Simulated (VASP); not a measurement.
# AlRu (Pm-3m) in VASP: a series of runs

The runs below take AlRu through relaxation of cell and atoms, relaxation of the atoms, with PBE, PBEsol, LDA, r2SCAN.

All numbers are computed with VASP 6.6.1; they aren't measurements. Logs are shortened: lines on timing, memory, paths and dates and some standing lists are left out, and cuts for length are marked.

## (1) The cell of the first run

The structure is cubic, space group Pm-3m (No. 221). Conventional cell: a = 2.992 Å, b = 2.992 Å, c = 2.992 Å, α = 90.00°, β = 90.00°, γ = 90.00°. Al (site symmetry m-3m) has 8 Ru at 2.59 Å and 6 Al at 2.99 Å within 3.4 Å. Ru (site symmetry m-3m) has 8 Al at 2.59 Å and 6 Ru at 2.99 Å within 3.4 Å.

## (2) Relaxation of cell and atoms, PBE

INCAR

```
SYSTEM = AlRu
PREC = Accurate
ENCUT = 600
EDIFF = 1E-6
ISMEAR = -1
SIGMA = 0.1
LREAL = .False.
LASPH = .True.
NELM = 100
ALGO = Normal
ISIF = 3
LWAVE = .False.
LCHARG = .False.
GGA = PE
IBRION = 2
NSW = 80
EDIFFG = -0.01
```

KPOINTS

```
Automatic mesh
0
Gamma
  11 11 11
  0 0 0
```

POSCAR

```
AlRu
1.0
    2.9916000000      0.0000000000      0.0000000000
    0.0000000000      2.9916000000      0.0000000000
    0.0000000000      0.0000000000      2.9916000000
Al Ru
1 1
Direct
    0.0000000000      0.0000000000      0.0000000000
    0.5000000000      0.5000000000      0.5000000000
```

Potentials or basis: VASP PAW PBE potentials, release 64 (Al, Ru_pv).

The run is started by

```
$ cat potpaw_PBE.64/Al/POTCAR potpaw_PBE.64/Ru_pv/POTCAR > POTCAR
$ mpirun -np 1 vasp_std > vasp.out
```

OUTCAR:

```text
SYSTEM = AlRu
   PREC = Accurate
   ENCUT = 600
   EDIFF = 1E-6
   ISMEAR = -1
   LREAL = .False.
   LASPH = .True.
   NELM = 100
   ISIF = 3
   GGA = PE
   IBRION = 2
   NSW = 80
   EDIFFG = -0.01

 ion  position               nearest neighbor table
   1  0.000  0.000  0.000-   2 2.59   2 2.59   2 2.59   2 2.59   2 2.59   2 2.59   2 2.59   2 2.59

   2  0.500  0.500  0.500-   1 2.59   1 2.59   1 2.59   1 2.59   1 2.59   1 2.59   1 2.59   1 2.59

  LATTYP: Found a simple cubic cell.
 ALAT       =     2.9916000000

  Lattice vectors:

 A1 = (   2.9916000000,   0.0000000000,   0.0000000000)
 A2 = (   0.0000000000,   2.9916000000,   0.0000000000)
 A3 = (   0.0000000000,   0.0000000000,   2.9916000000)

Analysis of symmetry for initial positions (statically):
=====================================================================
 Subroutine PRICEL returns:
 Original cell was already a primitive cell.

 Routine SETGRP: Setting up the symmetry group for a
 simple cubic supercell.

 Subroutine GETGRP returns: Found 48 space group operations
 (whereof 48 operations were pure point group operations)
 out of a pool of 48 trial point group operations.

The static configuration has the point symmetry O_h .

Analysis of symmetry for dynamics (positions and initial velocities):
=====================================================================
 Subroutine PRICEL returns:
 Original cell was already a primitive cell.

 Routine SETGRP: Setting up the symmetry group for a
 simple cubic supercell.

 Subroutine GETGRP returns: Found 48 space group operations
 (whereof 48 operations were pure point group operations)
 out of a pool of 48 trial point group operations.

The dynamic configuration has the point symmetry O_h .

 Subroutine INISYM returns: Found 48 space group operations
 (whereof 48 operations are pure point group operations),
 and found     1 'primitive' translations

----------------------------------------------------------------------------------------

                                     Primitive cell

  volume of cell :      26.7738

  direct lattice vectors                    reciprocal lattice vectors
     2.991600000  0.000000000  0.000000000     0.334269287  0.000000000  0.000000000
     0.000000000  2.991600000  0.000000000     0.000000000  0.334269287  0.000000000
     0.000000000  0.000000000  2.991600000     0.000000000  0.000000000  0.334269287

  length of vectors
     2.991600000  2.991600000  2.991600000     0.334269287  0.334269287  0.334269287

  position of ions in fractional coordinates (direct lattice)
     0.000000000  0.000000000  0.000000000
     0.500000000  0.500000000  0.500000000

  ion indices of the primitive-cell ions
   primitive index   ion index
                 1           1
                 2           2

----------------------------------------------------------------------------------------

 KPOINTS: Automatic mesh

Automatic generation of k-mesh.
 Grid dimensions read from file:
 generate k-points for:   11   11   11

 Generating k-lattice:

  Cartesian coordinates                     Fractional coordinates (reciprocal lattice)
     0.030388117  0.000000000  0.000000000     0.090909091  0.000000000  0.000000000
     0.000000000  0.030388117  0.000000000     0.000000000  0.090909091  0.000000000
     0.000000000  0.000000000  0.030388117     0.000000000  0.000000000  0.090909091

  Length of vectors
     0.030388117  0.030388117  0.030388117

  Shift w.r.t. Gamma in fractional coordinates (k-lattice)
     0.000000000  0.000000000  0.000000000

 Subroutine IBZKPT returns following result:
 ===========================================

 Found     56 irreducible k-points:

 Following reciprocal coordinates:
            Coordinates               Weight
  0.000000  0.000000  0.000000      1.000000
  0.090909  0.000000  0.000000      6.000000
  0.181818  0.000000  0.000000      6.000000
  0.272727  0.000000  0.000000      6.000000
  0.363636  0.000000  0.000000      6.000000
  0.454545  0.000000  0.000000      6.000000
[... 16 lines left out ...]
  0.181818  0.090909  0.090909     24.000000
  0.272727  0.090909  0.090909     24.000000
 [... further k-points ...]
   k-points           NKPTS =     56   k-points in BZ     NKDIM =     56   number of bands    NBANDS=     12
   number of dos      NEDOS =    301   number of ions     NIONS =      2
   total plane-waves  NPLWV =  13824
   dimension x,y,z NGX =    24 NGY =   24 NGZ =   24
   dimension x,y,z NGXF=    48 NGYF=   48 NGZF=   48
   ions per type =               1   1
   NGX,Y,Z   is equivalent  to a cutoff of  13.34, 13.34, 13.34 a.u.
   NGXF,Y,Z  is equivalent  to a cutoff of  26.67, 26.67, 26.67 a.u.
 SYSTEM =  AlRu
   PREC   = accura    normal or accurate (medium, high low for compatibility)
   ISTART =      0    job   : 0-new  1-cont  2-samecut
   ICHARG =      2    charge: 1-file 2-atom 10-const
   ISPIN  =      1    spin polarized calculation?
   LNONCOLLINEAR =      F non collinear calculations
   LSORBIT =      F    spin-orbit coupling
   LASPH  =      T    aspherical Exc in radial PAW
   ENCUT  =  600.0 eV  44.10 Ry    6.64 a.u.   5.97  5.97  5.97*2*pi/ulx,y,z
   NELM   =    100;   NELMIN=  2; NELMDL= -5     # of ELM steps
   EDIFF  = 0.1E-05   stopping-criterion for ELM
   LREAL  =      F    real-space projection
   EDIFFG = -.1E-01   stopping-criterion for IOM
   NSW    =     80    number of steps for IOM
   IBRION =      2    ionic relax: 0-MD 1-quasi-New 2-CG
   NFREE  =      1    steps in history (QN), initial steepest desc. (CG)
   ISIF   =      3    stress and relaxation
   ISYM   =      2    0-nonsym 1-usesym 2-fastsym
   POTIM  = 0.5000    time-step for ionic-motion
   TEBEG  =    0.0;   TEEND  =   0.0 temperature during run
   PSTRESS=    0.0 pullay stress
   NELECT =      17.0000    total number of electrons
   NUPDOWN=      -1.0000    fix difference up-down
   EMIN   =  10.00;   EMAX   =-10.00  energy-range for DOS
   EFERMI =   0.00;   METHOD = LEGACY
   ISMEAR =    -1;   SIGMA  =   0.10  broadening in eV -4-tet -1-fermi 0-gaus
   EFERMI_NEDOS =   21; number of points for ismear=-14 and -15
   IALGO  =     38    algorithm
   IMIX   =      4    mixing-type and parameters
     AMIX     =   0.40;   BMIX     =  1.00
     AMIX_MAG =   1.60;   BMIX_MAG =  1.00
  volume/ion in A,a.u.               =      13.39        90.34
  Fermi-wavevector in a.u.,A,eV,Ry     =   1.407087  2.659009 26.938090  1.979894
  Thomas-Fermi vector in A             =   2.529382
   LORBIT       =      0    0 simple, 1 ext, 2 COOP (PROOUT), +10 PAW based schemes
   GGA     = PE    functional components
   LHFCALC =     F    Hartree Fock is set to
   AEXX    =    0.0000 exact exchange contribution
   IVDW    =     0    specifies the selected vdW correction
   LEPSILON=     F    determine dielectric tensor
   LRPA    =     F    only Hartree local field effects (RPA)
 conjugate gradient relaxation of ions
 non-spin polarized calculation
  energy-cutoff  :      600.00
  volume of cell :       26.77
 maximum number of plane-waves:       912
 NGX is ok and might be reduce to    24
   NGX = 11   NGY = 11   NGZ = 11

--------------------------------------- Ionic step        1  -------------------------------------------

 number of electron      16.9999995 magnetization

 Free energy of the ion-electron system (eV)
  ---------------------------------------------------
  ext. energy  EPLUGINS =         0.00000000
  ---------------------------------------------------
  free energy    TOTEN  =       -14.27651739 eV

  energy without entropy =      -14.22163518  energy(sigma->0) =      -14.24907629

------------------------ aborting loop because EDIFF is reached ----------------------------------------

  FORCE on cell =-STRESS in cart. coord.  units (eV):
  Direction    XX          YY          ZZ          XY          YZ          ZX
  --------------------------------------------------------------------------------------
  -------------------------------------------------------------------------------------
  Total        0.4634255      0.4634255      0.4634255      0.0000000      0.0000000     -0.0000000
  in kB       27.7319171     27.7319171     27.7319171      0.0000000      0.0000000     -0.0000000
  external PRESSURE =      27.7319171 kB  Pullay stress =       0.0000000 kB
[... 57 lines left out ...]
  energy  without entropy=      -14.2152283046  energy(sigma->0) =      -14.24394087

--------------------------------------- Ionic step        3  -------------------------------------------

 number of electron      16.9999996 magnetization

 Free energy of the ion-electron system (eV)
  ---------------------------------------------------
  ext. energy  EPLUGINS =         0.00000000
  ---------------------------------------------------
  free energy    TOTEN  =       -14.27953820 eV

  energy without entropy =      -14.22365562  energy(sigma->0) =      -14.25159691

 E-fermi :  10.5364     XC(G=0): -12.4986

 val. band max:       10.5241883643   @ k =   0.4545   0.3636   0.2727
 cond. band min:      10.5492018204   @ k =   0.3636   0.3636   0.2727
 fundamental gap:      0.0250134562
 Fermi energy:        10.5363884162

 k-point     1 :       0.0000    0.0000    0.0000
  band No.  band energies     occupation
      1     -31.2353      2.00000
      2     -31.2353      2.00000
      3     -31.2353      2.00000
      4       0.9341      2.00000
      5       7.0352      2.00000
      6       7.0352      2.00000
      7      10.7025      0.31933
      8      10.7025      0.31932
      9      10.7025      0.31932
     10      16.5459      0.00000
     11      16.5459      0.00000
     12      16.5459      0.00000
[... 331 lines left out ...]
 k-point    24 :       0.2727    0.0909    0.0909
  band No.  band energies     occupation
      1     -31.3460      2.00000
      2     -31.2403      2.00000
      3     -31.2393      2.00000
      4       2.5505      2.00000
      5       7.1736      2.00000
      6       7.5598      2.00000
      7       9.3711      1.99998
      8       9.4818      1.99995
      9      10.4990      1.18499
     10      13.7227      0.00000
     11      17.7956      0.00000
     12      18.0764      0.00000

 [... further k-points ...]

------------------------ aborting loop because EDIFF is reached ----------------------------------------

  FORCE on cell =-STRESS in cart. coord.  units (eV):
  Direction    XX          YY          ZZ          XY          YZ          ZX
  --------------------------------------------------------------------------------------
  -------------------------------------------------------------------------------------
  Total       -0.0030036     -0.0030036     -0.0030036     -0.0000000      0.0000000     -0.0000000
  in kB       -0.1773724     -0.1773724     -0.1773724     -0.0000000      0.0000000     -0.0000000
  external PRESSURE =      -0.1773724 kB  Pullay stress =       0.0000000 kB
[... 17 lines left out ...]
  FREE ENERGIE OF THE ION-ELECTRON SYSTEM (eV)
  ---------------------------------------------------
  free  energy   TOTEN  =       -14.2795381989 eV

  energy  without entropy=      -14.2236556188  energy(sigma->0) =      -14.25159691

 reached required accuracy - stopping structural energy minimisation
```

Run time: 36 s. Hardware: 1 thread of Intel Xeon 8259CL, shared host; peak memory 0.16 GiB.

Results:

| Item | Value |
| --- | --- |
| Free energy | -14.2795 eV |
| Relaxed volume | 13.57 Å³/atom |
| Relaxed cell | a = 3.005 Å, b = 3.005 Å, c = 3.005 Å, α = 90.00°, β = 90.00°, γ = 90.00° |
| Space group after relaxing (to 0.1 Å) | Pm-3m (No. 221) |
| Energy gained by relaxing | 1.5 meV/atom |
| Ionic steps | 3 |
| Pressure after relaxing | 0.0 GPa |
| Band gap on the k mesh | zero (an odd number of electrons rules out a gap without spin polarisation) |

The path:
| step | energy change (eV) | largest force (eV/Å) | pressure (GPa) | volume (Å³) |
| --- | --- | --- | --- | --- |
| 1 | 0.0000 | 0.0000 | 2.77 | 26.77 |
| 2 | 0.0039 | 0.0000 | -3.92 | 27.68 |
| 3 | -0.0030 | 0.0000 | -0.02 | 27.13 |

Final structure:
```xyz
2
Lattice="3.0048 0.0000 0.0000 0.0000 3.0048 0.0000 0.0000 0.0000 3.0048" Properties=species:S:1:pos:R:3 pbc="T T T"
Al    0.0000    0.0000    0.0000
Ru    1.5024    1.5024    1.5024
```

Levels at points of the mesh, in eV from the Fermi level:
```
           k point  band 7  band 8  band 9  band 10  band 11  band 12
(0.00, 0.00, 0.00)    0.17    0.17    0.17     6.01     6.01     6.01
```

PBE usually gives volumes a little too large and moduli too small. Zero-point motion and thermal expansion aren't in these numbers.

(Part 1 of 3 ends here.)
